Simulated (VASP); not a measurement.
# SrO (I4/mmm) in VASP: further runs

Runs on SrO. Level: PBEsol. Tasks: electric field gradients.

Everything below comes from runs of VASP 6.6.1. Logs are shortened: lines on timing, memory, paths and dates and some standing lists are left out, and cuts for length are marked.

## Step 1: The cell of the first run

The structure is tetragonal, space group I4/mmm (No. 139). The conventional cell has a = 3.634 Å, b = 3.634 Å, c = 5.037 Å, α = 90.00°, β = 90.00°, γ = 90.00°. Sr (site symmetry 4/mmm) has 6 O at 2.52 to 2.57 Å within 3.3 Å. O (site symmetry 4/mmm) has 6 Sr at 2.52 to 2.57 Å within 3.3 Å.

## Step 2: Electric field gradients, PBEsol (zz strain of -2 %)

Contents of INCAR:

```
SYSTEM = SrO
PREC = Accurate
ENCUT = 520
EDIFF = 1E-8
ISMEAR = -1
SIGMA = 0.03
LREAL = .FALSE.
LASPH = .TRUE.
NELM = 60
ALGO = Normal
ISIF = 2
LWAVE = .FALSE.
LCHARG = .FALSE.
GGA = PS
LEFG = .TRUE.
NBANDS = 15
```

Contents of KPOINTS:

```
Automatic mesh
0
G
  8 8 8
  0 0 0
```

Contents of POSCAR:

```
SrO
1.0
    0.0000000000      2.5698000000      2.5184040000
    2.5698000000      0.0000000000      2.5184040000
    2.5698000000      2.5698000000      0.0000000000
Sr O
1 1
Direct
    0.0000000000      0.0000000000      0.0000000000
    0.5000000000      0.5000000000      0.5000000000
```

Potentials or basis: VASP PAW PBE potentials, release 64 (Sr_sv, O).

Command:

```
> cat potpaw_PBE.64/Sr_sv/POTCAR potpaw_PBE.64/O/POTCAR > POTCAR
> mpirun -np 1 vasp_std > vasp.out
```

OUTCAR:

```text
SYSTEM = SrO
   PREC = Accurate
   ENCUT = 520
   EDIFF = 1E-8
   ISMEAR = -1
   LREAL = .FALSE.
   LASPH = .TRUE.
   NELM = 60
   ISIF = 2
   GGA = PS

 ion  position               nearest neighbor table
   1  0.000  0.000  0.000-   2 2.52   2 2.52   2 2.57   2 2.57   2 2.57   2 2.57
   2  0.500  0.500  0.500-   1 2.52   1 2.52   1 2.57   1 2.57   1 2.57   1 2.57

  LATTYP: Found a body centered tetragonal cell.
 ALAT       =     3.6342460126
 C/A-ratio  =     1.3859292911

  Lattice vectors:

 A1 = (   0.0000000000,  -2.5698000000,  -2.5184040000)
 A2 = (   0.0000000000,   2.5698000000,  -2.5184040000)
 A3 = (   2.5698000000,   0.0000000000,   2.5184040000)

Analysis of symmetry for initial positions (statically):
=====================================================================
 Subroutine PRICEL returns:
 Original cell was already a primitive cell.

 Routine SETGRP: Setting up the symmetry group for a
 body centered tetragonal supercell.

 Subroutine GETGRP returns: Found 16 space group operations
 (whereof 16 operations were pure point group operations)
 out of a pool of 16 trial point group operations.

The static configuration has the point symmetry D_4h.

Analysis of symmetry for dynamics (positions and initial velocities):
=====================================================================
 Subroutine PRICEL returns:
 Original cell was already a primitive cell.

 Routine SETGRP: Setting up the symmetry group for a
 body centered tetragonal supercell.

 Subroutine GETGRP returns: Found 16 space group operations
 (whereof 16 operations were pure point group operations)
 out of a pool of 16 trial point group operations.

The dynamic configuration has the point symmetry D_4h.

 Subroutine INISYM returns: Found 16 space group operations
 (whereof 16 operations are pure point group operations),
 and found     1 'primitive' translations

----------------------------------------------------------------------------------------

                                     Primitive cell

  volume of cell :      33.2624

  direct lattice vectors                    reciprocal lattice vectors
     0.000000000  2.569800000  2.518404000    -0.194567671  0.194567671  0.198538439
     2.569800000  0.000000000  2.518404000     0.194567671 -0.194567671  0.198538439
     2.569800000  2.569800000  0.000000000     0.194567671  0.194567671 -0.198538439

  length of vectors
     3.598087096  3.598087096  3.634246013     0.339309105  0.339309105  0.339309105

  position of ions in fractional coordinates (direct lattice)
     0.000000000  0.000000000  0.000000000
     0.500000000  0.500000000  0.500000000

  ion indices of the primitive-cell ions
   primitive index   ion index
                 1           1
                 2           2

----------------------------------------------------------------------------------------

 KPOINTS: Automatic mesh

Automatic generation of k-mesh.
 Grid dimensions read from file:
 generate k-points for:    8    8    8

 Generating k-lattice:

  Cartesian coordinates                     Fractional coordinates (reciprocal lattice)
    -0.024320959  0.024320959  0.024817305     0.125000000  0.000000000  0.000000000
     0.024320959 -0.024320959  0.024817305     0.000000000  0.125000000  0.000000000
     0.024320959  0.024320959 -0.024817305    -0.000000000 -0.000000000  0.125000000

  Length of vectors
     0.042413638  0.042413638  0.042413638

  Shift w.r.t. Gamma in fractional coordinates (k-lattice)
     0.000000000  0.000000000  0.000000000

 Subroutine IBZKPT returns following result:
 ===========================================

 Found     59 irreducible k-points:

 Following reciprocal coordinates:
            Coordinates               Weight
  0.000000  0.000000  0.000000      1.000000
  0.125000 -0.000000  0.000000      8.000000
  0.250000 -0.000000  0.000000      8.000000
  0.375000 -0.000000  0.000000      8.000000
  0.500000 -0.000000  0.000000      4.000000
  0.125000  0.125000  0.000000      2.000000
[... 16 lines left out ...]
  0.250000 -0.000000  0.125000     16.000000
  0.375000 -0.000000  0.125000     16.000000
 [... further k-points ...]
   k-points           NKPTS =     59   k-points in BZ     NKDIM =     59   number of bands    NBANDS=     15
   number of dos      NEDOS =    301   number of ions     NIONS =      2
   total plane-waves  NPLWV =  21952
   dimension x,y,z NGX =    28 NGY =   28 NGZ =   28
   dimension x,y,z NGXF=    56 NGYF=   56 NGZF=   56
   ions per type =               1   1
   NGX,Y,Z   is equivalent  to a cutoff of  12.94, 12.94, 12.81 a.u.
   NGXF,Y,Z  is equivalent  to a cutoff of  25.87, 25.87, 25.62 a.u.
 SYSTEM =  SrO
   PREC   = accura    normal or accurate (medium, high low for compatibility)
   ISTART =      0    job   : 0-new  1-cont  2-samecut
   ICHARG =      2    charge: 1-file 2-atom 10-const
   ISPIN  =      1    spin polarized calculation?
   LNONCOLLINEAR =      F non collinear calculations
   LSORBIT =      F    spin-orbit coupling
   LASPH  =      T    aspherical Exc in radial PAW
   ENCUT  =  520.0 eV  38.22 Ry    6.18 a.u.   6.69  6.69  6.76*2*pi/ulx,y,z
   NELM   =     60;   NELMIN=  2; NELMDL= -5     # of ELM steps
   EDIFF  = 0.1E-07   stopping-criterion for ELM
   LREAL  =      F    real-space projection
   EDIFFG = 0.1E-06   stopping-criterion for IOM
   NSW    =      0    number of steps for IOM
   IBRION =     -1    ionic relax: 0-MD 1-quasi-New 2-CG
   NFREE  =      0    steps in history (QN), initial steepest desc. (CG)
   ISIF   =      2    stress and relaxation
   ISYM   =      2    0-nonsym 1-usesym 2-fastsym
   POTIM  = 0.5000    time-step for ionic-motion
   TEBEG  =    0.0;   TEEND  =   0.0 temperature during run
   PSTRESS=    0.0 pullay stress
   NELECT =      16.0000    total number of electrons
   NUPDOWN=      -1.0000    fix difference up-down
   EMIN   =  10.00;   EMAX   =-10.00  energy-range for DOS
   EFERMI =   0.00;   METHOD = LEGACY
   ISMEAR =    -1;   SIGMA  =   0.03  broadening in eV -4-tet -1-fermi 0-gaus
   EFERMI_NEDOS =   21; number of points for ismear=-14 and -15
   IALGO  =     38    algorithm
   IMIX   =      4    mixing-type and parameters
     AMIX     =   0.40;   BMIX     =  1.00
     AMIX_MAG =   1.60;   BMIX_MAG =  1.00
  volume/ion in A,a.u.               =      16.63       112.23
  Fermi-wavevector in a.u.,A,eV,Ry     =   1.282715  2.423980 22.386448  1.645358
  Thomas-Fermi vector in A             =   2.415010
   LORBIT       =      0    0 simple, 1 ext, 2 COOP (PROOUT), +10 PAW based schemes
   GGA     = PS    functional components
   LHFCALC =     F    Hartree Fock is set to
   AEXX    =    0.0000 exact exchange contribution
   IVDW    =     0    specifies the selected vdW correction
   LEPSILON=     F    determine dielectric tensor
   LRPA    =     F    only Hartree local field effects (RPA)
 non-spin polarized calculation
  energy-cutoff  :      520.00
  volume of cell :       33.26
 maximum number of plane-waves:       910
   NGX = 13   NGY = 13   NGZ = 13

 number of electron      15.9999995 magnetization

 Free energy of the ion-electron system (eV)
  ---------------------------------------------------
  ext. energy  EPLUGINS =         0.00000000
  ---------------------------------------------------
  free energy    TOTEN  =       -12.63212047 eV

  energy without entropy =      -12.63212047  energy(sigma->0) =      -12.63212047

 E-fermi :   2.3547     XC(G=0): -10.3804

 val. band max:        1.6481027656   @ k =   0.0000   0.0000   0.0000
 cond. band min:       4.6814139340   @ k =   0.5000   0.5000   0.0000
 fundamental gap:      3.0333111684
 Fermi energy:         2.3546771834

 k-point     1 :       0.0000    0.0000    0.0000
  band No.  band energies     occupation
      1     -30.5703      2.00000
      2     -13.4342      2.00000
      3     -12.2024      2.00000
      4     -12.2024      2.00000
      5     -12.1945      2.00000
      6       1.5651      2.00000
      7       1.5651      2.00000
      8       1.6481      2.00000
      9       5.5577      0.00000
     10       7.7481      0.00000
     11       7.7481      0.00000
     12       7.9075      0.00000
     13       9.9042      0.00000
     14      10.2001      0.00000
[... 401 lines left out ...]
      2     -14.6287      2.00000
      3     -12.3528      2.00000
      4     -12.3331      2.00000
      5     -11.3316      2.00000
      6      -0.1152      2.00000
      7       0.7002      2.00000
      8       0.8977      2.00000
      9       7.1868      0.00000
     10       8.7029      0.00000
     11      10.1365      0.00000
     12      10.3396      0.00000
     13      12.2460      0.00000
     14      12.6493      0.00000
     15      17.4604      0.00000

 [... further k-points ...]

------------------------ aborting loop because EDIFF is reached ----------------------------------------

  FORCE on cell =-STRESS in cart. coord.  units (eV):
  Direction    XX          YY          ZZ          XY          YZ          ZX
  --------------------------------------------------------------------------------------
  -------------------------------------------------------------------------------------
  Total        0.1418486      0.1418486      0.8003647      0.0000000      0.0000000      0.0000000
  in kB        6.8325318      6.8325318     38.5517815      0.0000000      0.0000000      0.0000000
  external PRESSURE =      17.4056151 kB  Pullay stress =       0.0000000 kB

 VOLUME and BASIS-vectors are now :
 -----------------------------------------------------------------------------
  energy-cutoff  :      520.00
  volume of cell :       33.26
      direct lattice vectors                 reciprocal lattice vectors
     0.000000000  2.569800000  2.518404000    -0.194567671  0.194567671  0.198538439
     2.569800000  0.000000000  2.518404000     0.194567671 -0.194567671  0.198538439
     2.569800000  2.569800000  0.000000000     0.194567671  0.194567671 -0.198538439

 POSITION                                       TOTAL-FORCE (eV/Angst)
 -----------------------------------------------------------------------------------
      0.00000      0.00000      0.00000         0.000000     -0.000000      0.000000
      2.56980      2.56980      2.51840        -0.000000      0.000000      0.000000
 -----------------------------------------------------------------------------------
    total drift:                                0.000000      0.000000      0.000000

  FREE ENERGIE OF THE ION-ELECTRON SYSTEM (eV)
  ---------------------------------------------------
  free  energy   TOTEN  =       -12.6321204745 eV

  energy  without entropy=      -12.6321204745  energy(sigma->0) =      -12.63212047

 Electric field gradients (V/A^2)
---------------------------------------------------------------------
 ion       V_xx      V_yy      V_zz      V_xy      V_xz      V_yz
---------------------------------------------------------------------
   1      10.904    10.904   -21.808     0.000     0.000     0.000
   2       3.643     3.643    -7.286    -0.001    -0.001    -0.001
---------------------------------------------------------------------

 Electric field gradients after diagonalization (V/A^2)
 (convention: |V_zz| > |V_xx| > |V_yy|)
----------------------------------------------------------------------
 ion       V_xx      V_yy      V_zz     asymmetry (V_yy - V_xx)/ V_zz
----------------------------------------------------------------------
   1      10.904    10.904   -21.808       0.000
   2       3.644     3.642    -7.286       0.000
----------------------------------------------------------------------

           NMR quadrupolar parameters

 Cq : quadrupolar parameter    Cq=e*Q*V_zz/h
 eta: asymmetry parameters     (V_yy - V_xx)/ V_zz
 Q  : nuclear electric quadrupole moment in mb (millibarn)
----------------------------------------------------------------------
 ion       Cq(MHz)       eta       Q (mb)
----------------------------------------------------------------------
   1      -0.053       0.000       1.000
   2      -0.018       0.000       1.000
----------------------------------------------------------------------
```

It took 18 s on 1 thread of Intel Xeon Platinum 8559C (Emerald Rapids), shared host; peak memory 0.17 GiB.

What came out:

| Property | Result |
| --- | --- |
| Free energy | -12.6321 eV |
| Pressure | 1.7 GPa |
| Band gap on the k mesh | 3.03 eV, indirect (least direct gap 3.17 eV) |

Electric field gradients, principal values (V/Å²):
| atom | least | middle | greatest (by size) |
| --- | --- | --- | --- |
| 1 Sr | 10.904 | 10.904 | -21.808 |
| 2 O | 3.642 | 3.644 | -7.286 |

Caveat: the cell differs from its parent crystal (zz strain of -2 %); without QUAD_EFG the Cq values of the log hold for a quadrupole moment of 1 mb, not for the nuclei; the PAW data sets were made with another functional, which shifts forces and pressure a little. A k mesh can miss the band edges.

## Step 3: Electric field gradients, PBEsol (zz strain of -1 %)

INCAR, as its differences from that of step 2:

```diff
@@ -8,3 +8,3 @@
 LASPH = .TRUE.
-NELM = 60
+NELM = 80
 ALGO = Normal
```

Contents of KPOINTS:

```
regular mesh
0
G
  8 8 8
  0 0 0
```

Contents of POSCAR:

```
SrO
1.0
    0.0000000000      2.5698000000      2.5441020000
    2.5698000000      0.0000000000      2.5441020000
    2.5698000000      2.5698000000      0.0000000000
Sr O
1 1
Direct
    0.0000000000      0.0000000000      0.0000000000
    0.5000000000      0.5000000000      0.5000000000
```

Potentials or basis: VASP PAW PBE potentials, release 64 (Sr_sv, O).

Command:

```
> cat potpaw_PBE.64/Sr_sv/POTCAR potpaw_PBE.64/O/POTCAR > POTCAR
> mpirun -np 1 vasp_std > vasp.out
```

OUTCAR:

```text
SYSTEM = SrO
   PREC = Accurate
   ENCUT = 520
   EDIFF = 1E-8
   ISMEAR = -1
   LREAL = .FALSE.
   LASPH = .TRUE.
   NELM = 80
   ISIF = 2
   GGA = PS

 ion  position               nearest neighbor table
   1  0.000  0.000  0.000-   2 2.54   2 2.54   2 2.57   2 2.57   2 2.57   2 2.57
   2  0.500  0.500  0.500-   1 2.54   1 2.54   1 2.57   1 2.57   1 2.57   1 2.57

  LATTYP: Found a body centered tetragonal cell.
 ALAT       =     3.6342460126
 C/A-ratio  =     1.4000714267

  Lattice vectors:

 A1 = (   0.0000000000,  -2.5698000000,  -2.5441020000)
 A2 = (   0.0000000000,   2.5698000000,  -2.5441020000)
 A3 = (   2.5698000000,   0.0000000000,   2.5441020000)

Analysis of symmetry for initial positions (statically):
=====================================================================
 Subroutine PRICEL returns:
 Original cell was already a primitive cell.

 Routine SETGRP: Setting up the symmetry group for a
[... 620 lines left out ...]
  energy-cutoff  :      520.00
  volume of cell :       33.60
      direct lattice vectors                 reciprocal lattice vectors
     0.000000000  2.569800000  2.544102000    -0.194567671  0.194567671  0.196533001
     2.569800000  0.000000000  2.544102000     0.194567671 -0.194567671  0.196533001
     2.569800000  2.569800000  0.000000000     0.194567671  0.194567671 -0.196533001

 POSITION                                       TOTAL-FORCE (eV/Angst)
 -----------------------------------------------------------------------------------
      0.00000      0.00000      0.00000        -0.000000      0.000000      0.000000
      2.56980      2.56980      2.54410         0.000000     -0.000000      0.000000
 -----------------------------------------------------------------------------------
    total drift:                                0.000000      0.000000      0.000000

  FREE ENERGIE OF THE ION-ELECTRON SYSTEM (eV)
  ---------------------------------------------------
  free  energy   TOTEN  =       -12.6381170146 eV

  energy  without entropy=      -12.6381170146  energy(sigma->0) =      -12.63811701

 Electric field gradients (V/A^2)
---------------------------------------------------------------------
 ion       V_xx      V_yy      V_zz      V_xy      V_xz      V_yz
---------------------------------------------------------------------
   1       5.292     5.292   -10.583     0.000     0.000     0.000
   2       1.776     1.776    -3.552    -0.001    -0.001    -0.001
---------------------------------------------------------------------

 Electric field gradients after diagonalization (V/A^2)
 (convention: |V_zz| > |V_xx| > |V_yy|)
----------------------------------------------------------------------
 ion       V_xx      V_yy      V_zz     asymmetry (V_yy - V_xx)/ V_zz
----------------------------------------------------------------------
   1       5.292     5.292   -10.583       0.000
   2       1.777     1.775    -3.552       0.000
----------------------------------------------------------------------

           NMR quadrupolar parameters

 Cq : quadrupolar parameter    Cq=e*Q*V_zz/h
 eta: asymmetry parameters     (V_yy - V_xx)/ V_zz
 Q  : nuclear electric quadrupole moment in mb (millibarn)
----------------------------------------------------------------------
 ion       Cq(MHz)       eta       Q (mb)
----------------------------------------------------------------------
   1      -0.026       0.000       1.000
   2      -0.009       0.000       1.000
----------------------------------------------------------------------
```

stdout:

```text
POSCAR found type information on POSCAR SrO
 POSCAR found :  2 types and       2 ions
 scaLAPACK will be used
 -----------------------------------------------------------------------------
|                                                                             |
|                                                                             |
|     You enforced a specific xc type in the INCAR file but a different       |
|     I HOPE YOU KNOW WHAT YOU ARE DOING!                                     |
|                                                                             |
 -----------------------------------------------------------------------------

 LDA part: xc-table for (Slater+PW92), standard interpolation
 POSCAR, INCAR and KPOINTS ok, starting setup
 FFT: planning ... GRIDC
 FFT: planning ... GRID_SOFT
 FFT: planning ... GRID
 WAVECAR not read
 entering main loop
ion   1

ion   2
```

Run time: 21 s. Hardware: 1 thread of Intel Xeon Platinum 8559C (Emerald Rapids), shared host; peak memory 0.17 GiB.

Results:

- Free energy: -12.6381 eV
- Pressure: 0.7 GPa
- Band gap on the k mesh: 3.10 eV, indirect (least direct gap 3.21 eV)

Electric field gradients, principal values (V/Å²):
```tsv
atom	least	middle	greatest (by size)
1 Sr	5.292	5.292	-10.583
2 O	1.775	1.777	-3.552
```

Caveat: the cell differs from its parent crystal (zz strain of -1 %); without QUAD_EFG the Cq values of the log hold for a quadrupole moment of 1 mb, not for the nuclei; the PAW data sets were made with another functional, which shifts forces and pressure a little.

(Continued in part 2 of 2.)
